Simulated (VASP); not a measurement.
Wanted: the native input for a VASP 6.6.1 run.

* Task: relaxation of cell and atoms
* Functional: PBE
* Potentials or basis: VASP PAW PBE potentials, release 64 (Rb_sv, Ag)
* Cutoff: 500 eV
* k mesh: 6 × 6 × 6
* Occupations: gaussian, width 0.1 eV
* Spin: no spin polarisation
* Dipole correction: no
* Further INCAR settings: ALGO = Normal; EDIFF = 1e-07; IBRION = 2; EDIFFG = -0.01; NSW = 100; ISIF = 3

The structure of Rb2Ag3 lies in POSCAR:

```
Rb2Ag3
1.0
    6.4676085406      0.0000000000      0.0000000000
    0.0000000000      6.4676085406      0.0000000000
    0.0000000000      0.0000000000      6.4676085406
Rb Ag
2 3
Direct
    0.0000000000      0.0000000000      0.0000000000
    0.5000000000      0.5000000000      0.5000000000
    0.5000000000      0.0000000000      0.0000000000
    0.0000000000      0.5000000000      0.0000000000
    0.0000000000      0.0000000000      0.5000000000
```

The cell was built from a structure type or drawn by symmetry, and may not be a known phase.

One way to write it, as run:

INCAR

```
SYSTEM = Rb2Ag3
ALGO = Normal
EDIFF = 1E-7
EDIFFG = -0.01
ENCUT = 500
GGA = PE
GGA_COMPAT = .FALSE.
IBRION = 2
ISIF = 3
ISMEAR = 0
LASPH = .TRUE.
LCHARG = .FALSE.
LREAL = .FALSE.
LWAVE = .FALSE.
NELM = 120
NELMIN = 4
NSW = 100
PREC = Accurate
SIGMA = 0.1
```

KPOINTS

```
k-points
0
G
  6 6 6
  0 0 0
```

Potentials or basis: VASP PAW PBE potentials, release 64 (Rb_sv, Ag).

Run with:

```sh
$ cat potpaw_PBE.64/Rb_sv/POTCAR potpaw_PBE.64/Ag/POTCAR > POTCAR
$ mpirun -np 1 vasp_std > vasp.out
```

Results of the run:

| Item | Value |
| --- | --- |
| Pressure after relaxing | 0.0 GPa |
| Band gap on the k mesh | zero (an odd number of electrons rules out a gap without spin polarisation) |

Caveat: the relaxation stopped at its first step, so nothing moved.

It took 2.5 min on 1 thread of Intel Xeon 8259CL (shared host), peak memory 0.39 GiB.
